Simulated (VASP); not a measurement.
Set up this calculation in VASP 6.6.1, as the native input.

```
Task                   : single point
Functional             : revPBE
Potentials or basis    : VASP PAW PBE potentials, release 64 (Pb_d, Se)
Cutoff                 : 520 eV
k mesh                 : 8 × 8 × 8
Occupations            : fermi-dirac, width 0.05 eV
Spin                   : no spin polarisation
Dipole correction      : no
Further INCAR settings : ALGO = Normal; EDIFF = 1e-06; NBANDS = 17
```

The structure of PbSe (Clausthalite) lies in POSCAR:

```
PbSe
1.0
    0.0000000000      3.0606500000      3.0606500000
    3.0606500000      0.0000000000      3.0606500000
    3.0606500000      3.0606500000      0.0000000000
Pb Se
1 1
Direct
    0.0000000000      0.0000000000      0.0000000000
    0.5000000000      0.5000000000      0.5000000000
```

These files were run (other wordings do the same):

INCAR

```
SYSTEM = PbSe
PREC = Accurate
ENCUT = 520
EDIFF = 1E-6
ISMEAR = -1
SIGMA = 0.05
LREAL = .FALSE.
LASPH = .TRUE.
NELM = 80
ALGO = Normal
ISIF = 2
LWAVE = .FALSE.
LCHARG = .TRUE.
GGA = RE
LELF = .TRUE.
LVHAR = .TRUE.
NBANDS = 17
```

KPOINTS

```
regular mesh
0
G
  8 8 8
  0 0 0
```

Potentials or basis: VASP PAW PBE potentials, release 64 (Pb_d, Se).

The run is started by

```console
$ cat potpaw_PBE.64/Pb_d/POTCAR potpaw_PBE.64/Se/POTCAR > POTCAR
$ mpirun -np 1 vasp_std > vasp.out
```

Results of the run:

```json
{
 "Pressure": "3.7 GPa",
 "Band gap on the k mesh": "0.35 eV, direct"
}
```

Caveat: the PAW data sets were made with another functional, which shifts forces and pressure a little; spin-orbit coupling is left out, which moves the levels of the heavy elements.

It took 22 s on 1 thread of Intel(R) Xeon(R) Platinum 8259CL CPU @ 2.50GHz (Skylake/Cascade Lake), on a shared host, peak memory 0.19 GiB.
